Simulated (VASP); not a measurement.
**Pt: single point with LDA**

Pt:

```xyz
1
Lattice="-1.5519 1.5519 1.5519 1.5519 -1.5519 1.5519 1.5519 1.5519 -1.5519" Properties=species:S:1:pos:R:3 pbc="T T T"
Pt    0.0000    0.0000    0.0000
```

```yaml
Program: VASP 6.6.1
Task: single point
Functional: LDA
Potentials_or_basis: VASP PAW LDA potentials, release 64 (Pt)
Cutoff: 520 eV
k_mesh: 19 × 19 × 19
Occupations: fermi-dirac, width 0.05 eV
Spin: non-collinear spin, zero start, spin-orbit coupling
Starting_moments: "[[0.0, 0.0, 0.0]] μB"
```

```json
{
 "Pressure": "0.9 GPa",
 "Net moment": "0.00 μB per cell",
 "Valence electrons inside the program's atomic spheres": "Pt 9.35"
}
```

Moments on the atoms (μB; x, y, z):
```
Pt  0.00 0.00 0.00
```

Wall time 2.8 min on 1 thread of Intel Xeon 8259CL, on a shared host, peak memory 0.22 GiB.
